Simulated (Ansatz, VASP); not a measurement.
# Two plane-wave programs on GaSb3

Contents of INCAR:

```
  PREC = Accurate
  ENCUT = 520
  EDIFF = 1E-6
  ISMEAR = 0
  SIGMA = 0.15
  LREAL = F
  LASPH = T
  NELM = 100
  ALGO = Normal
  ISIF = 2
  LWAVE = F
  LCHARG = F
  GGA = PS
  NBANDS = 22
```

Contents of KPOINTS:

```
regular mesh
0
Gamma
  10 10 10
```

Contents of POSCAR:

```
GaSb3
1.0
    0.0000000000      3.6138583809      3.8122592060
    3.6138583809      0.0000000000      3.8122592060
    3.6138583809      3.6138583809      0.0000000000
Ga Sb
1 3
Direct
    0.0000000000      0.0000000000      0.0000000000
    0.2500000000      0.2500000000      0.2500000000
    0.7500000000      0.7500000000      0.7500000000
    0.5000000000      0.5000000000      0.5000000000
```

Input for Ansatz:

```yaml
crystal:
  lattice:
    - [0.0, 3.6138583809, 3.812259206]
    - [3.6138583809, 0.0, 3.812259206]
    - [3.6138583809, 3.6138583809, 0.0]
  atoms:
    - { symbol: Ga, position: [0.0, 0.0, 0.0] }
    - { symbol: Sb, position: [0.25, 0.25, 0.25] }
    - { symbol: Sb, position: [0.75, 0.75, 0.75] }
    - { symbol: Sb, position: [0.5, 0.5, 0.5] }
basis:
  ecutwfc: 420
kpoints:
  mp_grid: { grid: [10, 10, 10] }
hamiltonian:
  xc: pbesol
  pseudopotentials: { kind: paw, azcp: { folder: soft_1 } }
scf:
  occupations: { method: gaussian, width: 0.15 }
output:
  forces: true
  stress: true
  eigenvalues: true
  write_density: true
  write_potential: true
  elf: true
  volumetric_format: npy
```

Alike in both runs: task single point; functional PBEsol; k mesh 10 × 10 × 10; occupations gaussian, width 0.15 eV; no spin polarisation.

```csv
,VASP,Ansatz
version,VASP 6.6.1,Ansatz 0.2.0
potentials or method,"VASP PAW PBE potentials, release 64 (Ga_d, Sb), cutoff 520 eV","scalar-relativistic, plane waves, PAW"
valence electrons in the cell,28,58
```

```csv
,VASP,Ansatz,Ansatz less VASP
gap on the k mesh at the Fermi level (eV),none,none,-
pressure (GPa),-1.4,-1.4,+0.01
"traceless stress, the component that is largest in VASP (GPa)",-1.10,-1.09,+0.004
```

VASP's potentials were made for PBE, not for PBEsol, and Ansatz warns of the same on its side. A gap of «none» marks a metal or a gap that the smearing closes. VASP's potentials hold 28 valence electrons a cell and Ansatz's 58, so a difference there can come from the potentials and not from the codes.

Spin-orbit coupling is off throughout.
